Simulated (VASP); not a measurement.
# LiCl (R3m) in VASP: a series of runs

Runs on LiCl. Level: PBEsol. Tasks: single point, relaxation of cell and atoms.

All numbers are computed with VASP 6.6.1; they aren't measurements. Logs are shortened: lines on timing, memory, paths and dates and some standing lists are left out, and cuts for length are marked.

## Step 1: The cell of the first run

The typed cell holds 6 atoms: a = 3.849 Å, b = 3.849 Å, c = 9.416 Å, α = 90.00°, β = 90.00°, γ = 120.00°.

## Step 2: Single point, PBEsol

Contents of INCAR:

```
PREC = Accurate
ENCUT = 520
EDIFF = 1E-7
ISMEAR = 0
SIGMA = 0.02
LREAL = False
LASPH = True
NELM = 80
ALGO = Normal
ISIF = 2
LWAVE = False
LCHARG = False
GGA = PS
NBANDS = 24
```

Contents of KPOINTS:

```
regular mesh
0
Gamma
  9 9 3
```

Contents of POSCAR:

```
LiCl
1.0
    3.8493013834      0.0000000000      0.0000000000
   -1.9246506917      3.3335927848      0.0000000000
    0.0000000000      0.0000000000      9.4161989415
Li Cl
3 3
Direct
    0.0000000000      0.0000000000     -0.0000801942
    0.3333333333      0.6666666667      0.3332531392
    0.6666666667      0.3333333333      0.6665864725
    0.0000000000      0.0000000000      0.2500801942
    0.3333333333      0.6666666667      0.5834135275
    0.6666666667      0.3333333333      0.9167468608
```

Potentials or basis: VASP PAW PBE potentials, release 64 (Li_sv, Cl).

Started as:

```console
> cat potpaw_PBE.64/Li_sv/POTCAR potpaw_PBE.64/Cl/POTCAR > POTCAR
> mpirun -np 1 vasp_std > vasp.out
```

OUTCAR:

```text
PREC = Accurate
   ENCUT = 520
   EDIFF = 1E-7
   ISMEAR = 0
   LREAL = False
   LASPH = True
   NELM = 80
   ISIF = 2
   GGA = PS

 ion  position               nearest neighbor table
   1  0.000  0.000  1.000-   4 2.36   6 2.36   6 2.36   6 2.36
   2  0.333  0.667  0.333-   5 2.36   4 2.36   4 2.36   4 2.36
   3  0.667  0.333  0.667-   6 2.36   5 2.36   5 2.36   5 2.36
   4  0.000  0.000  0.250-   1 2.36   2 2.36   2 2.36   2 2.36
   5  0.333  0.667  0.583-   2 2.36   3 2.36   3 2.36   3 2.36
   6  0.667  0.333  0.917-   3 2.36   1 2.36   1 2.36   1 2.36

  LATTYP: Found a hexagonal cell.
 ALAT       =     3.8493013834
 C/A-ratio  =     2.4462098453

  Lattice vectors:

 A1 = (   3.8493013834,   0.0000000000,   0.0000000000)
 A2 = (  -1.9246506917,   3.3335927848,   0.0000000000)
 A3 = (   0.0000000000,   0.0000000000,   9.4161989415)

Analysis of symmetry for initial positions (statically):
=====================================================================
 Subroutine PRICEL returns following result:

  LATTYP: Found a trigonal (rhomboedric) cell.
 ALAT       =     3.8458659745
 COS(alpha) =     0.4991063281

  Lattice vectors:

 A1 = (   1.9246506913,   1.1111975952,  -3.1387329792)
 A2 = (   0.0000000002,  -2.2223951900,  -3.1387329811)
 A3 = (  -1.9246506915,   1.1111975948,  -3.1387329811)

   3 primitive cells build up your supercell.

 Routine SETGRP: Setting up the symmetry group for a
 hexagonal supercell.

 Subroutine GETGRP returns: Found  6 space group operations
 (whereof  6 operations were pure point group operations)
 out of a pool of 24 trial point group operations.

The static configuration has the point symmetry C_3v.

Analysis of symmetry for dynamics (positions and initial velocities):
=====================================================================
 Subroutine PRICEL returns following result:

  LATTYP: Found a trigonal (rhomboedric) cell.
 ALAT       =     3.8458659745
 COS(alpha) =     0.4991063281

  Lattice vectors:

 A1 = (   1.9246506913,   1.1111975952,  -3.1387329792)
 A2 = (   0.0000000002,  -2.2223951900,  -3.1387329811)
 A3 = (  -1.9246506915,   1.1111975948,  -3.1387329811)

   3 primitive cells build up your supercell.

 Routine SETGRP: Setting up the symmetry group for a
 hexagonal supercell.

 Subroutine GETGRP returns: Found  6 space group operations
 (whereof  6 operations were pure point group operations)
 out of a pool of 24 trial point group operations.

The dynamic configuration has the point symmetry C_3v.

 Subroutine INISYM returns: Found  6 space group operations
 (whereof  6 operations are pure point group operations),
 and found     3 'primitive' translations

----------------------------------------------------------------------------------------

                                     Primitive cell

  volume of cell :      40.2762

  direct lattice vectors                    reciprocal lattice vectors
     1.924650691  1.111197595 -3.138732979     0.259787401  0.149988326 -0.106199965
     0.000000000 -2.222395190 -3.138732981     0.000000000 -0.299976651 -0.106199965
    -1.924650692  1.111197595 -3.138732981    -0.259787400  0.149988326 -0.106199965

  length of vectors
     3.845865975  3.845865976  3.845865976     0.318220716  0.318220716  0.318220716

  position of ions in fractional coordinates (direct lattice)
     0.000080194  0.000080194  0.000080194
     0.749919806  0.749919806  0.749919806

  ion indices of the primitive-cell ions
   primitive index   ion index
                 1           1
                 2           4

----------------------------------------------------------------------------------------

 KPOINTS: regular mesh

Automatic generation of k-mesh.
 Grid dimensions read from file:
 generate k-points for:    9    9    3

 Generating k-lattice:

  Cartesian coordinates                     Fractional coordinates (reciprocal lattice)
     0.028865267  0.016665370  0.000000000     0.111111111  0.000000000  0.000000000
     0.000000000  0.033330739  0.000000000     0.000000000  0.111111111  0.000000000
     0.000000000  0.000000000  0.035399988     0.000000000  0.000000000  0.333333333

  Length of vectors
     0.033330739  0.033330739  0.035399988

  Shift w.r.t. Gamma in fractional coordinates (k-lattice)
     0.000000000  0.000000000  0.000000000

 Subroutine IBZKPT returns following result:
 ===========================================

 Found     31 irreducible k-points:

 Following reciprocal coordinates:
            Coordinates               Weight
  0.000000  0.000000  0.000000      1.000000
  0.111111  0.000000  0.000000      6.000000
  0.222222  0.000000  0.000000      6.000000
  0.333333 -0.000000  0.000000      6.000000
  0.444444  0.000000  0.000000      6.000000
  0.111111  0.111111  0.000000      6.000000
[... 16 lines left out ...]
  0.222222  0.111111  0.333333     12.000000
 -0.111111  0.333333  0.333333     12.000000
 [... further k-points ...]
   k-points           NKPTS =     31   k-points in BZ     NKDIM =     31   number of bands    NBANDS=     24
   number of dos      NEDOS =    301   number of ions     NIONS =      6
   total plane-waves  NPLWV =  63000
   dimension x,y,z NGX =    30 NGY =   30 NGZ =   70
   dimension x,y,z NGXF=    60 NGYF=   60 NGZF=  140
   ions per type =               3   3
   NGX,Y,Z   is equivalent  to a cutoff of  12.96, 12.96, 12.36 a.u.
   NGXF,Y,Z  is equivalent  to a cutoff of  25.91, 25.91, 24.72 a.u.
 SYSTEM =  unknown system
   PREC   = accura    normal or accurate (medium, high low for compatibility)
   ISTART =      0    job   : 0-new  1-cont  2-samecut
   ICHARG =      2    charge: 1-file 2-atom 10-const
   ISPIN  =      1    spin polarized calculation?
   LNONCOLLINEAR =      F non collinear calculations
   LSORBIT =      F    spin-orbit coupling
   LASPH  =      T    aspherical Exc in radial PAW
   ENCUT  =  520.0 eV  38.22 Ry    6.18 a.u.   7.16  7.16 17.51*2*pi/ulx,y,z
   NELM   =     80;   NELMIN=  2; NELMDL= -5     # of ELM steps
   EDIFF  = 0.1E-06   stopping-criterion for ELM
   LREAL  =      F    real-space projection
   EDIFFG = 0.1E-05   stopping-criterion for IOM
   NSW    =      0    number of steps for IOM
   IBRION =     -1    ionic relax: 0-MD 1-quasi-New 2-CG
   NFREE  =      0    steps in history (QN), initial steepest desc. (CG)
   ISIF   =      2    stress and relaxation
   ISYM   =      2    0-nonsym 1-usesym 2-fastsym
   POTIM  = 0.5000    time-step for ionic-motion
   TEBEG  =    0.0;   TEEND  =   0.0 temperature during run
   PSTRESS=    0.0 pullay stress
   NELECT =      30.0000    total number of electrons
   NUPDOWN=      -1.0000    fix difference up-down
   EMIN   =  10.00;   EMAX   =-10.00  energy-range for DOS
   EFERMI =   0.00;   METHOD = LEGACY
   ISMEAR =     0;   SIGMA  =   0.02  broadening in eV -4-tet -1-fermi 0-gaus
   EFERMI_NEDOS =   21; number of points for ismear=-14 and -15
   IALGO  =     38    algorithm
   IMIX   =      4    mixing-type and parameters
     AMIX     =   0.40;   BMIX     =  1.00
     AMIX_MAG =   1.60;   BMIX_MAG =  1.00
  volume/ion in A,a.u.               =      20.14       135.90
  Fermi-wavevector in a.u.,A,eV,Ry     =   1.028944  1.944423 14.404848  1.058726
  Thomas-Fermi vector in A             =   2.162967
   LORBIT       =      0    0 simple, 1 ext, 2 COOP (PROOUT), +10 PAW based schemes
   GGA     = PS    functional components
   LHFCALC =     F    Hartree Fock is set to
   AEXX    =    0.0000 exact exchange contribution
   IVDW    =     0    specifies the selected vdW correction
   LEPSILON=     F    determine dielectric tensor
   LRPA    =     F    only Hartree local field effects (RPA)
 non-spin polarized calculation
 Gauss-broadening in eV      SIGMA  =   0.02
  energy-cutoff  :      520.00
  volume of cell :      120.83
 maximum number of plane-waves:      3272
 NGX is ok and might be reduce to    30
   NGX = 15   NGY = 15   NGZ = 35

 number of electron      29.9999981 magnetization

 Free energy of the ion-electron system (eV)
  ---------------------------------------------------
  ext. energy  EPLUGINS =         0.00000000
  ---------------------------------------------------
  free energy    TOTEN  =       -22.79312259 eV

  energy without entropy =      -22.79312259  energy(sigma->0) =      -22.79312259

 E-fermi :  -0.8705     XC(G=0):  -7.9672

 val. band max:       -1.0984610687   @ k =   0.0000   0.0000   0.0000
 cond. band min:       4.7841227993   @ k =   0.0000   0.0000   0.0000
 fundamental gap:      5.8825838680
 Fermi energy:        -0.8704978504

 k-point     1 :       0.0000    0.0000    0.0000
  band No.  band energies     occupation
      1     -43.2452      2.00000
      2     -43.2440      2.00000
      3     -43.2440      2.00000
      4     -13.8513      2.00000
      5     -13.6202      2.00000
      6     -13.6202      2.00000
[... 16 lines left out ...]
     23       9.3204      0.00000
     24       9.3390      0.00000

 k-point     2 :       0.1111    0.0000    0.0000
  band No.  band energies     occupation
      1     -43.2451      2.00000
      2     -43.2438      2.00000
      3     -43.2438      2.00000
      4     -13.8208      2.00000
      5     -13.6012      2.00000
      6     -13.6004      2.00000
[... 16 lines left out ...]
     23       9.1508      0.00000
     24       9.5219      0.00000

 k-point     3 :       0.2222    0.0000    0.0000
  band No.  band energies     occupation
      1     -43.2446      2.00000
      2     -43.2436      2.00000
      3     -43.2435      2.00000
      4     -13.7391      2.00000
      5     -13.5553      2.00000
      6     -13.5488      2.00000
[... 16 lines left out ...]
     23       9.4793      0.00000
     24       9.8421      0.00000
[... 514 lines left out ...]
 k-point    23 :       0.2222    0.1111    0.3333
  band No.  band energies     occupation
      1     -43.2440      2.00000
      2     -43.2438      2.00000
      3     -43.2431      2.00000
      4     -13.6448      2.00000
      5     -13.5914      2.00000
      6     -13.4663      2.00000
[... 16 lines left out ...]
     23       9.6588      0.00000
     24       9.9772      0.00000

 k-point    24 :      -0.1111    0.3333    0.3333
  band No.  band energies     occupation
      1     -43.2441      2.00000
      2     -43.2436      2.00000
      3     -43.2431      2.00000
      4     -13.6505      2.00000
      5     -13.5824      2.00000
      6     -13.4697      2.00000
[... 16 lines left out ...]
     23       9.6329      0.00000
     24       9.8358      0.00000

 [... further k-points ...]
[... 5 lines left out ...]
  --------------------------------------------------------------------------------------
  -------------------------------------------------------------------------------------
  Total       -0.0351356     -0.0351356     -0.0080699     -0.0000000      0.0000000      0.0000000
  in kB       -0.4658944     -0.4658944     -0.1070065     -0.0000000      0.0000000      0.0000000
  external PRESSURE =      -0.3462651 kB  Pullay stress =       0.0000000 kB

 VOLUME and BASIS-vectors are now :
 -----------------------------------------------------------------------------
  energy-cutoff  :      520.00
  volume of cell :      120.83
      direct lattice vectors                 reciprocal lattice vectors
     3.849301383  0.000000000  0.000000000     0.259787400  0.149988326  0.000000000
    -1.924650692  3.333592785  0.000000000     0.000000000  0.299976651  0.000000000
     0.000000000  0.000000000  9.416198941     0.000000000  0.000000000  0.106199965

 POSITION                                       TOTAL-FORCE (eV/Angst)
 -----------------------------------------------------------------------------------
      0.00000      0.00000      9.41544         0.000000     -0.000000     -0.000399
     -0.00000      2.22240      3.13798        -0.000000     -0.000000     -0.000399
      1.92465      1.11120      6.27671         0.000000     -0.000000     -0.000399
      0.00000      0.00000      2.35480        -0.000000      0.000000      0.000399
     -0.00000      2.22240      5.49354        -0.000000      0.000000      0.000399
      1.92465      1.11120      8.63227        -0.000000     -0.000000      0.000399
 -----------------------------------------------------------------------------------
    total drift:                               -0.000000     -0.000000     -0.000005

  FREE ENERGIE OF THE ION-ELECTRON SYSTEM (eV)
  ---------------------------------------------------
  free  energy   TOTEN  =       -22.7931225908 eV

  energy  without entropy=      -22.7931225908  energy(sigma->0) =      -22.79312259
```

Wall time 44 s (1 thread of Intel Xeon 6975P-C (Granite Rapids), shared host); peak memory 0.26 GiB.

Results:

```yaml
Free_energy: -22.7931 eV
Band_gap_on_the_k_mesh: 5.88 eV
```

Caveat: the cutoff is under 1.25 times the usual one of these potentials, so pressure, stress and relaxed cells hold a basis-set (Pulay) error; the PAW data sets were made with another functional, which shifts forces and pressure a little.

## Step 3: Relaxation of cell and atoms, PBEsol

Contents of INCAR:

```
ALGO     = Normal         # electronic algorithm
EDIFF    = 1E-6           # SCF threshold, eV
EDIFFG   = -0.01          # ionic threshold
ENCUT    = 600            # plane-wave cutoff, eV
GGA      = PS             # functional
IBRION   = 2              # ionic algorithm
ISIF     = 3              # what is computed and relaxed
ISMEAR   = 0              # smearing method
LASPH    = True           # aspherical terms in the spheres
LCHARG   = False          # write CHGCAR
LREAL    = False          # projectors in reciprocal space
LWAVE    = False          # write WAVECAR
NELM     = 80             # most SCF steps
NSW      = 65             # ionic steps
PREC     = Accurate       # precision mode
SIGMA    = 0.02           # smearing width, eV
```

Contents of KPOINTS:

```
k-points
0
Gamma
  9 9 3
```

Contents of POSCAR:

```
LiCl
1.0
    3.8814384449      0.0000000000      0.0000000000
   -1.9407192225      3.3614242965      0.0000000000
    0.0000000000      0.0000000000      9.2676445589
Li Cl
3 3
Direct
    0.0000000000      0.0000000000      0.0000000000
    0.3333333333      0.6666666667      0.3333333333
    0.6666666667      0.3333333333      0.6666666667
    0.0000000000      0.0000000000      0.2500000000
    0.3333333333      0.6666666667      0.5833333333
    0.6666666667      0.3333333333      0.9166666667
```

Potentials or basis: VASP PAW PBE potentials, release 64 (Li_sv, Cl).

Started as:

```console
> cat potpaw_PBE.64/Li_sv/POTCAR potpaw_PBE.64/Cl/POTCAR > POTCAR
> mpirun -np 1 vasp_std > vasp.out
```

Wall time 2.8 min (1 thread of Intel Xeon 6975P-C (Granite Rapids), shared host); peak memory 0.31 GiB.

The run converged. Its results:

* Free energy: -22.7953 eV
* Relaxed volume: 20.08 Å³/atom
* Relaxed cell: a = 3.846 Å, b = 3.846 Å, c = 9.403 Å, α = 90.00°, β = 90.00°, γ = 120.00°
* Space group after relaxing (to 0.05 Å): F-43m (No. 216)
* Energy gained by relaxing: 1.3 meV/atom
* Ionic steps: 10
* Pressure after relaxing: 0.1 GPa
* Band gap on the k mesh: 5.89 eV

Forces in eV/Å, atoms in the order of the input:
```
Li   0.000  0.000  0.003
Li   0.000  0.000  0.003
Li   0.000  0.000  0.003
Cl   0.000  0.000 -0.003
Cl   0.000  0.000 -0.003
Cl   0.000  0.000 -0.003
```

Step by step:
| step | energy change (eV) | largest force (eV/Å) | pressure (GPa) | volume (Å³) |
| --- | --- | --- | --- | --- |
| 1 | 0.0000 | 0.0810 | -0.01 | 120.92 |
| 2 | -0.0050 | 0.0365 | -0.03 | 120.88 |
| 3 | -0.0072 | 0.0196 | -0.03 | 120.83 |
| 4 | -0.0072 | 0.0157 | -0.03 | 120.84 |
| 5 | -0.0072 | 0.0142 | -0.03 | 120.84 |
| 6 | -0.0073 | 0.0128 | -0.01 | 120.76 |
| 7 | -0.0076 | 0.0087 | 0.04 | 120.54 |
| 8 | -0.0075 | 0.0010 | 0.14 | 120.08 |
| 9 | -0.0076 | 0.0054 | 0.09 | 120.32 |
| 10 | -0.0077 | 0.0028 | 0.06 | 120.46 |

Final structure:
```
CELL_PARAMETERS angstrom
3.84612 0.00000 0.00000
-1.92306 3.33084 0.00000
0.00000 0.00000 9.40311
ATOMIC_POSITIONS crystal
Li 0.00000 0.00000 0.99980
Li 0.33333 0.66667 0.33313
Li 0.66667 0.33333 0.66647
Cl 0.00000 0.00000 0.25020
Cl 0.33333 0.66667 0.58353
Cl 0.66667 0.33333 0.91687
```

Levels at points of the mesh, in eV from the valence-band top:
```csv
k point,band 11,band 12,band 13,band 14,band 15,band 16,band 17,band 18,band 19
"(0.00, 0.00, 0.00)",-0.25,-0.25,-0.01,-0.01,0.00,5.89,7.75,7.75,10.09
```

Caveat: the cutoff is under 1.25 times the usual one of these potentials, so pressure, stress and relaxed cells hold a basis-set (Pulay) error; the PAW data sets were made with another functional, which shifts forces and pressure a little. A k mesh can miss the band edges.
